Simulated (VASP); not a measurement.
ScAl, 2 atoms in the cell. The structure is cubic, space group Pm-3m (No. 221). The conventional cell has a = 3.370 Å, b = 3.370 Å, c = 3.370 Å, α = 90.00°, β = 90.00°, γ = 90.00°. Within 3.8 Å of Sc (site symmetry m-3m) lie 8 Al at 2.92 Å and 6 Sc at 3.37 Å. Within 3.8 Å of Al (site symmetry m-3m) lie 8 Sc at 2.92 Å and 6 Al at 3.37 Å. 

| Item | Value |
| --- | --- |
| Program | VASP 6.6.1 |
| Task | single point |
| Functional | PBEsol |
| Potentials or basis | VASP PAW PBE potentials, release 64 (Sc_sv, Al) |
| Cutoff | 520 eV |
| k mesh | 9 × 9 × 9 |
| Occupations | methfessel-paxton, width 0.15 eV |
| Spin | no spin polarisation |
| Dipole correction | no |
| Further INCAR settings | ALGO = Normal; EDIFF = 1e-06; NBANDS = 14 |

Potentials or basis: VASP PAW PBE potentials, release 64 (Sc_sv, Al).

Run with:

```sh
$ cat potpaw_PBE.64/Sc_sv/POTCAR potpaw_PBE.64/Al/POTCAR > POTCAR
$ mpirun -np 1 vasp_std > vasp.out
```

Hardware: 1 thread of Intel(R) Xeon(R) Platinum 8559C (Emerald Rapids), with other jobs on the host.

**Question.** How long does it take, and how much memory?

**Answer.** It took 12 s on 1 thread of Intel(R) Xeon(R) Platinum 8559C (Emerald Rapids) (shared host), peak memory 0.16 GiB. Counts: scf iterations 13, k points 35.
